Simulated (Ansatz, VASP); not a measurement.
Hg in VASP and in Ansatz

File INCAR:

```
SYSTEM = Hg
PREC = Accurate
ENCUT = 410
EDIFF = 1E-8
ISMEAR = -1
SIGMA = 0.05
LREAL = .False.
LASPH = .True.
NELM = 120
ALGO = Normal
ISIF = 2
LWAVE = .False.
LCHARG = .False.
GGA = PS
LEFG = .True.
NBANDS = 37
GGA_COMPAT = .False.
```

File KPOINTS:

```
regular mesh
0
Gamma
  8 8 9
  0 0 0
```

The input POSCAR:

```
Hg
1.0
    4.4473229131      0.0000000000      0.0000000000
   -2.2236614566      3.8514946216      0.0000000000
    0.0000000000      0.0000000000      3.7909982407
Hg
3
Direct
    0.3333333333      0.6666666667      0.5000000000
    0.0000000000      0.0000000000      0.0000000000
    0.6666666667      0.3333333333      0.5000000000
```

Input for Ansatz:

```yaml
crystal:
  lattice:
    - [4.4473229131, 0.0, 0.0]
    - [-2.2236614566, 3.8514946216, 0.0]
    - [0.0, 0.0, 3.7909982407]
  atoms:
    - { symbol: Hg, position: [0.3333333333, 0.6666666667, 0.5] }
    - { symbol: Hg, position: [0.0, 0.0, 0.0] }
    - { symbol: Hg, position: [0.6666666667, 0.3333333333, 0.5] }
kpoints:
  mp_grid: { grid: [8, 8, 9] }
scf:
  occupations: { method: fermi_dirac, width: 0.05 }
hamiltonian:
  xc: pbesol
  pseudopotentials: { kind: paw }
output:
  forces: true
  stress: true
  eigenvalues: true
  efg: { contact_densities: true }
```

Change from the starting cell: volume scaled by 0.94, PAW files.

Alike in both runs: task electric field gradients; functional PBEsol; k mesh 8 × 8 × 9; occupations fermi-dirac, width 0.05 eV; no spin polarisation.

|  | VASP | Ansatz |
| --- | --- | --- |
| version | VASP 6.6.1 | Ansatz 0.2.0 |
| potentials or method | VASP PAW PBE potentials, release 64 (Hg_sv_GW) | PAW with Ansatz's default frozen-core files, scalar-relativistic |
| plane-wave cutoff (eV) | 410 | 420 |
| valence electrons in the cell | 60 | 60 |

VASP gave:

* size of Vzz on the site where it differs most (V/Å²): 310.8

Question: Which values does Ansatz return?

Answer: Size of Vzz on the site where it differs most (V/Å²): 280.3.

VASP's potentials were made for PBE, not for PBEsol.

Spin-orbit coupling is off throughout.
